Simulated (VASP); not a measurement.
Crystal: MgTl.

```
Mg Tl
1.0
     3.62800    0.00000    0.00000
     0.00000    3.62800    0.00000
     0.00000    0.00000    3.62800
Mg Tl
1 1
Direct
  0.00000 0.00000 0.00000
  0.50000 0.50000 0.50000
```

Base run:

- Program: VASP 6.6.1
- Functional: BLYP
- Potentials or basis: VASP PAW PBE potentials, release 64 (Mg, Tl_d)
- Cutoff: 520 eV
- k mesh: 6 × 6 × 6
- Occupations: fermi-dirac, width 0.15 eV
- Spin: no spin polarisation

Its results: pressure 4.6 GPa.

The run is repeated on the same cell with these changes: functional from BLYP to PBEsol. What comes out?

Pressure -0.1 GPa.

PBEsol binds more tightly than BLYP, so the same cell stands under less pressure.

Caveats: the PAW data sets were made with another functional, which shifts forces and pressure a little.
